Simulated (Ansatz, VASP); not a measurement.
# InSe in VASP and in Ansatz

```
In Se
1.0
     4.04173    0.00000    0.00000
    -2.02087    3.50024    0.00000
     0.00000    0.00000   17.42844
In Se
4 4
Direct
  0.33333 0.66667 0.33030
  0.66667 0.33333 0.83030
  0.66667 0.33333 0.66970
  0.33333 0.66667 0.16970
  0.33333 0.66667 0.59732
  0.66667 0.33333 0.09732
  0.66667 0.33333 0.40268
  0.33333 0.66667 0.90268
```

Alike in both runs: task single point; functional LDA; k mesh 6 × 6 × 1; occupations gaussian, width 0.1 eV; no spin polarisation.

|  | VASP | Ansatz |
| --- | --- | --- |
| version | VASP 6.6.1 | Ansatz 0.2.0 |
| potentials or method | VASP PAW LDA potentials, release 64 (In_d, Se), cutoff 520 eV | scalar-relativistic, plane waves, PAW |
| valence electrons in the cell | 76 | 116 |

VASP gave:

| Item | Value |
| --- | --- |
| gap on the k mesh at the Fermi level (eV) | 0.31 |
| least direct gap on the mesh (eV) | 0.31 |
| pressure (GPa) | -2.2 |
| rms of the force components (eV/Å) | 0.060 |

**Question.** Estimate Ansatz's values.

**Answer.** gap on the k mesh at the Fermi level (eV): 0.30; least direct gap on the mesh (eV): 0.30; pressure (GPa): -2.3; rms of the force components (eV/Å): 0.069.

Ansatz warns that its potentials were made for another functional, while VASP's fit it. LDA's correlation is that of Perdew and Zunger in VASP and of Perdew and Wang (1992) in Ansatz. Atom by atom the forces differ by 0.013 eV/Å (rms over components). VASP's potentials hold 76 valence electrons a cell and Ansatz's 116, so a difference there can come from the potentials and not from the codes.
